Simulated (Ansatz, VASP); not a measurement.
# Two plane-wave programs on ZrZnS3O12

POSCAR

```
ZrZnS3O12
1.0
    4.4238959984      2.5541375456      7.5767055867
   -4.4238959984      2.5541375456      7.5767055867
    0.0000000000     -5.1082750911      7.5767055867
Zr Zn S O
2 2 6 24
Direct
    0.3556955400      0.3556955400      0.3556955400
    0.8556955400      0.8556955400      0.8556955400
    0.6468347700      0.6468347700      0.6468347700
    0.1468347700      0.1468347700      0.1468347700
    0.0357100900      0.4554715900      0.7556438100
    0.7556438100      0.0357100900      0.4554715900
    0.4554715900      0.7556438100      0.0357100900
    0.2556438100      0.9554715900      0.5357100900
    0.5357100900      0.2556438100      0.9554715900
    0.9554715900      0.5357100900      0.2556438100
    0.8774666200      0.4861615400      0.7273133700
    0.7273133700      0.8774666200      0.4861615400
    0.4861615400      0.7273133700      0.8774666200
    0.2273133700      0.9861615400      0.3774666200
    0.3774666200      0.2273133700      0.9861615400
    0.9861615400      0.3774666200      0.2273133700
    0.1239612900      0.5121671300      0.2714562700
    0.2714562700      0.1239612900      0.5121671300
    0.5121671300      0.2714562700      0.1239612900
    0.7714562700      0.0121671300      0.6239612900
    0.6239612900      0.7714562700      0.0121671300
    0.0121671300      0.6239612900      0.7714562700
    0.7921833800      0.5690355400      0.4151390700
    0.4151390700      0.7921833800      0.5690355400
    0.5690355400      0.4151390700      0.7921833800
    0.9151390700      0.0690355400      0.2921833800
    0.2921833800      0.9151390700      0.0690355400
    0.0690355400      0.2921833800      0.9151390700
    0.2053025300      0.4343735900      0.5860838600
    0.5860838600      0.2053025300      0.4343735900
    0.4343735900      0.5860838600      0.2053025300
    0.0860838600      0.9343735900      0.7053025300
    0.7053025300      0.0860838600      0.9343735900
    0.9343735900      0.7053025300      0.0860838600
```

File INCAR.step1:

```
SYSTEM = ZrZnS3O12
ALGO     = Normal         ! electronic algorithm
EDIFF    = 1E-4           ! SCF threshold, eV
ENCUT    = 520            ! plane-wave cutoff, eV
GGA      = PE             ! functional
ISMEAR   = -1             ! smearing method
LASPH    = .TRUE.         ! aspherical terms in the spheres
LCHARG   = .FALSE.        ! write CHGCAR
LREAL    = Auto         
LWAVE    = .TRUE.         ! write WAVECAR
NBANDS   = 137            ! bands
NELM     = 100            ! most SCF steps
PREC     = Accurate       ! precision mode
SIGMA    = 0.02           ! smearing width, eV
```

The input INCAR.step2:

```
SYSTEM = ZrZnS3O12
ALGO     = Normal         ! electronic algorithm
EDIFF    = 1E-8           ! SCF threshold, eV
ENCUT    = 520            ! plane-wave cutoff, eV
ISIF     = 2              ! what is computed and relaxed
ISMEAR   = -1             ! smearing method
ISTART   = 1            
LASPH    = .TRUE.         ! aspherical terms in the spheres
LCHARG   = .FALSE.        ! write CHGCAR
LEFG     = .TRUE.       
LMIXTAU  = .TRUE.       
LREAL    = Auto         
LWAVE    = .FALSE.        ! write WAVECAR
METAGGA  = R2SCAN         ! meta-GGA
NBANDS   = 137            ! bands
NELM     = 100            ! most SCF steps
PREC     = Accurate       ! precision mode
SIGMA    = 0.02           ! smearing width, eV
```

KPOINTS

```
k-points
0
G
  3 3 3
  0 0 0
```

Input for Ansatz:

```yaml
crystal:
  lattice:
    - [4.4238959984, 2.5541375456, 7.5767055867]
    - [-4.4238959984, 2.5541375456, 7.5767055867]
    - [0.0, -5.1082750911, 7.5767055867]
  atoms:
    - { symbol: Zr, position: [0.35569554, 0.35569554, 0.35569554] }
    - { symbol: Zr, position: [0.85569554, 0.85569554, 0.85569554] }
    - { symbol: Zn, position: [0.64683477, 0.64683477, 0.64683477] }
    - { symbol: Zn, position: [0.14683477, 0.14683477, 0.14683477] }
    - { symbol: S, position: [0.03571009, 0.45547159, 0.75564381] }
    - { symbol: S, position: [0.75564381, 0.03571009, 0.45547159] }
    - { symbol: S, position: [0.45547159, 0.75564381, 0.03571009] }
    - { symbol: S, position: [0.25564381, 0.95547159, 0.53571009] }
    - { symbol: S, position: [0.53571009, 0.25564381, 0.95547159] }
    - { symbol: S, position: [0.95547159, 0.53571009, 0.25564381] }
    - { symbol: O, position: [0.87746662, 0.48616154, 0.72731337] }
    - { symbol: O, position: [0.72731337, 0.87746662, 0.48616154] }
    - { symbol: O, position: [0.48616154, 0.72731337, 0.87746662] }
    - { symbol: O, position: [0.22731337, 0.98616154, 0.37746662] }
    - { symbol: O, position: [0.37746662, 0.22731337, 0.98616154] }
    - { symbol: O, position: [0.98616154, 0.37746662, 0.22731337] }
    - { symbol: O, position: [0.12396129, 0.51216713, 0.27145627] }
    - { symbol: O, position: [0.27145627, 0.12396129, 0.51216713] }
    - { symbol: O, position: [0.51216713, 0.27145627, 0.12396129] }
    - { symbol: O, position: [0.77145627, 0.01216713, 0.62396129] }
    - { symbol: O, position: [0.62396129, 0.77145627, 0.01216713] }
    - { symbol: O, position: [0.01216713, 0.62396129, 0.77145627] }
    - { symbol: O, position: [0.79218338, 0.56903554, 0.41513907] }
    - { symbol: O, position: [0.41513907, 0.79218338, 0.56903554] }
    - { symbol: O, position: [0.56903554, 0.41513907, 0.79218338] }
    - { symbol: O, position: [0.91513907, 0.06903554, 0.29218338] }
    - { symbol: O, position: [0.29218338, 0.91513907, 0.06903554] }
    - { symbol: O, position: [0.06903554, 0.29218338, 0.91513907] }
    - { symbol: O, position: [0.20530253, 0.43437359, 0.58608386] }
    - { symbol: O, position: [0.58608386, 0.20530253, 0.43437359] }
    - { symbol: O, position: [0.43437359, 0.58608386, 0.20530253] }
    - { symbol: O, position: [0.08608386, 0.93437359, 0.70530253] }
    - { symbol: O, position: [0.70530253, 0.08608386, 0.93437359] }
    - { symbol: O, position: [0.93437359, 0.70530253, 0.08608386] }
kpoints:
  mp_grid: { grid: [3, 3, 3] }
scf:
  occupations: { method: fermi_dirac, width: 0.02 }
hamiltonian:
  xc: r2scan
  pseudopotentials: { kind: paw }
output:
  forces: true
  stress: true
  populations: true
  efg:
    quadrupole_moments_barn: { Zr: -0.176, Zn: 0.122, S: -0.0694, O: -0.02558 }
    contact_densities: true
```

Alike in both runs: task electric field gradients; functional r2SCAN; k mesh 3 × 3 × 3; occupations fermi-dirac, width 0.02 eV; no spin polarisation.

```csv
,VASP,Ansatz
version,VASP 6.6.1,Ansatz 0.2.0
potentials or method,"VASP PAW PBE potentials, release 64 (Zr_sv, Zn, S, O)","plane-wave PAW, scalar-relativistic"
plane-wave cutoff (eV),520,500
valence electrons in the cell,228,228
```

VASP gave:

```
gap on the k mesh at the Fermi level (eV)                     : 4.53
pressure (GPa)                                                : -5.1
traceless stress, the component that is largest in VASP (GPa) : 0.42
rms of the force components (eV/Å)                            : 0.330
size of Vzz on the site where it differs most (V/Å²)          : 39.9
```

Task: Which values does Ansatz return?

Result: gap on the k mesh at the Fermi level (eV): 4.53; pressure (GPa): -4.2; traceless stress, the component that is largest in VASP (GPa): 0.41; rms of the force components (eV/Å): 0.225; size of Vzz on the site where it differs most (V/Å²): 35.3.

VASP's potentials were made for PBE, not for r2SCAN. Atom by atom the forces differ by 0.114 eV/Å (rms over components). The functional is the same, so the differences come from potentials, cutoffs and numerics.
